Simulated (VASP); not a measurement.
Wanted: the native input for a VASP 6.6.1 run.

```yaml
Task: single point
Functional: r2SCAN
Potentials_or_basis: VASP PAW PBE potentials, release 64 (Ga_d, Sb)
Cutoff: 550 eV
k_mesh: 6 × 6 × 6
Occupations: fermi-dirac, width 0.02 eV
Spin: no spin polarisation
Dipole_correction: no
Further_INCAR_settings: ALGO = Normal; EDIFF = 1e-06; NBANDS = 16
```

Crystal: GaSb.

```
CELL_PARAMETERS angstrom
0.00000 3.00330 3.00330
3.00330 0.00000 3.00330
3.00330 3.00330 0.00000
ATOMIC_POSITIONS crystal
Ga 0.00000 0.00000 0.00000
Sb 0.25000 0.25000 0.25000
```

This cell differs from its parent crystal: volume changed by -6%.

One way to write it, as run:

POSCAR

```
GaSb
1.0
    0.0000000000      3.0032981826      3.0032981826
    3.0032981826      0.0000000000      3.0032981826
    3.0032981826      3.0032981826      0.0000000000
Ga Sb
1 1
Direct
    0.0000000000      0.0000000000      0.0000000000
    0.2500000000      0.2500000000      0.2500000000
```

INCAR.step1

```
  PREC = Accurate
  ENCUT = 550
  ISMEAR = -1
  SIGMA = 0.02
  LREAL = False
  LASPH = True
  NELM = 120
  NBANDS = 16
  GGA = PE
  ALGO = Normal
  EDIFF = 1E-5
  LWAVE = True
  LCHARG = False
  GGA_COMPAT = False
```

INCAR.step2

```
  PREC = Accurate
  ENCUT = 550
  EDIFF = 1E-6
  ISMEAR = -1
  SIGMA = 0.02
  LREAL = False
  LASPH = True
  NELM = 120
  ALGO = Normal
  ISIF = 2
  LWAVE = False
  LCHARG = False
  METAGGA = R2SCAN
  LMIXTAU = True
  NBANDS = 16
  ISTART = 1
  GGA_COMPAT = False
```

KPOINTS

```
Automatic mesh
0
Gamma
  6 6 6
```

Potentials or basis: VASP PAW PBE potentials, release 64 (Ga_d, Sb).

The run is started by

```bash
$ cat potpaw_PBE.64/Ga_d/POTCAR potpaw_PBE.64/Sb/POTCAR > POTCAR
$ cp INCAR.step1 INCAR
$ mpirun -np 1 vasp_std > vasp.out
$ cp INCAR.step2 INCAR
$ mpirun -np 1 vasp_std > vasp.out
```

Results of the run:

```
Pressure               : 3.9 GPa
Band gap on the k mesh : 0.81 eV, indirect (least direct gap 0.88 eV)
```

Caveat: the PAW data sets were made with another functional, which shifts forces and pressure a little; spin-orbit coupling is left out, which moves the levels of the heavy elements.

Wall time 41 s on 1 thread of Intel Xeon 6975P-C (shared host), peak memory 0.19 GiB.
